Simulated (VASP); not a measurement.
Here is a VASP 6.6.1 calculation.

INCAR

```
SYSTEM = In2TeO2
  ALGO = Normal
  EDIFF = 1E-6
  ENCUT = 520
  GGA = PE
  ISIF = 2
  ISMEAR = 0
  LASPH = .TRUE.
  LCHARG = .FALSE.
  LREAL = .FALSE.
  LWAVE = .FALSE.
  NBANDS = 30
  NELM = 100
  PREC = Accurate
  SIGMA = 0.1
```

The input KPOINTS:

```
k-points
0
G
  4 4 4
  0 0 0
```

The input POSCAR:

```
In2TeO2
1.0
    5.0969845200      0.0000000000      0.0000000000
    0.0000000000      5.0969845200      0.0000000000
    0.0000000000      0.0000000000      4.2098920300
In Te O
2 1 2
Direct
    0.5000000000      0.0000000000      0.0000000000
    0.0000000000      0.5000000000      0.0000000000
    0.5000000000      0.5000000000      0.0000000000
    0.5000000000      0.0000000000      0.5000000000
    0.0000000000      0.5000000000      0.5000000000
```

Potentials or basis: VASP PAW PBE potentials, release 64 (In_d, Te, O).

Run with:

```bash
$ cat potpaw_PBE.64/In_d/POTCAR potpaw_PBE.64/Te/POTCAR potpaw_PBE.64/O/POTCAR > POTCAR
$ mpirun -np 1 vasp_std > vasp.out
```

(1) Estimate the pressure.

(2) What does it give for the band gap on the k mesh?

## Answers

(1) 13.9 GPa.

(2) zero (band 22 reaches 4.89 eV, above the bottom of band 23 at 4.04 eV).

Caveat: the k points lie up to 0.37 Å⁻¹ apart; spin-orbit coupling is left out, which moves the levels of the heavy elements.
